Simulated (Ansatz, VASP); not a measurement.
**One calculation of TaN, two programs**

Contents of INCAR:

```
SYSTEM = TaN
PREC = Accurate
ENCUT = 520
EDIFF = 1E-7
ISMEAR = 0
SIGMA = 0.15
LREAL = .False.
LASPH = .True.
NELM = 80
ALGO = Normal
ISIF = 2
LWAVE = .False.
LCHARG = .False.
GGA = PE
NBANDS = 24
```

KPOINTS

```
regular mesh
0
Gamma
  14 14 10
  0 0 0
```

The input POSCAR:

```
TaN
1.0
    0.0000000000     -2.2081122572     -2.2081122572
    0.0000000000      2.2081122572     -2.2081122572
    4.4162245144      0.0000000000      0.0000000000
Ta N
2 2
Direct
    0.5242747680      0.4757252320     -0.0068336334
   -0.0242747680      0.0242747680      0.5068336334
    0.4729406873      0.5270593127      0.4845569446
    0.0270593127     -0.0270593127      0.0154430554
```

Input for Ansatz:

```yaml
crystal:
  lattice:
    - [0.0, -2.2081122572, -2.2081122572]
    - [0.0, 2.2081122572, -2.2081122572]
    - [4.4162245144, 0.0, 0.0]
  atoms:
    - { symbol: Ta, position: [0.524274768, 0.475725232, -0.0068336334] }
    - { symbol: Ta, position: [-0.024274768, 0.024274768, 0.5068336334] }
    - { symbol: "N", position: [0.4729406873, 0.5270593127, 0.4845569446] }
    - { symbol: "N", position: [0.0270593127, -0.0270593127, 0.0154430554] }
basis:
  ecutwfc: 520.0
kpoints:
  mp_grid: { grid: [14, 14, 10] }
hamiltonian:
  xc: pbe
  pseudopotentials: { kind: paw, azcp: { folder: soft_1 } }
scf:
  occupations: { method: gaussian, width: 0.15 }
output:
  forces: true
  stress: true
  eigenvalues: true
```

Change from the starting cell: mode 1 frozen in at -0.068 Å and mode 2 at -0.119 Å (largest displacements).

Alike in both runs: task single point; functional PBE; k mesh 14 × 14 × 10; occupations gaussian, width 0.15 eV; no spin polarisation.

|  | VASP | Ansatz |
| --- | --- | --- |
| version | VASP 6.6.1 | Ansatz 0.2.0 |
| potentials or method | VASP PAW PBE potentials, release 64 (Ta_pv, N), cutoff 520 eV | scalar-relativistic, plane waves, PAW |
| valence electrons in the cell | 32 | 36 |

Ansatz gave:

- gap on the k mesh at the Fermi level (eV): none
- pressure (GPa): 0.0
- traceless stress, the component that is largest in VASP (GPa): 4.79
- rms of the force components (eV/Å): 0.378

**Question.** Estimate VASP's values.

**Answer.** gap on the k mesh at the Fermi level (eV): none; pressure (GPa): 1.0; traceless stress, the component that is largest in VASP (GPa): 4.85; rms of the force components (eV/Å): 0.385.

Atom by atom the forces differ by 0.009 eV/Å (rms over components). A gap of «none» marks a metal or a gap that the smearing closes. VASP's potentials hold 32 valence electrons a cell and Ansatz's 36, so a difference there can come from the potentials and not from the codes.

Spin-orbit coupling is off throughout.
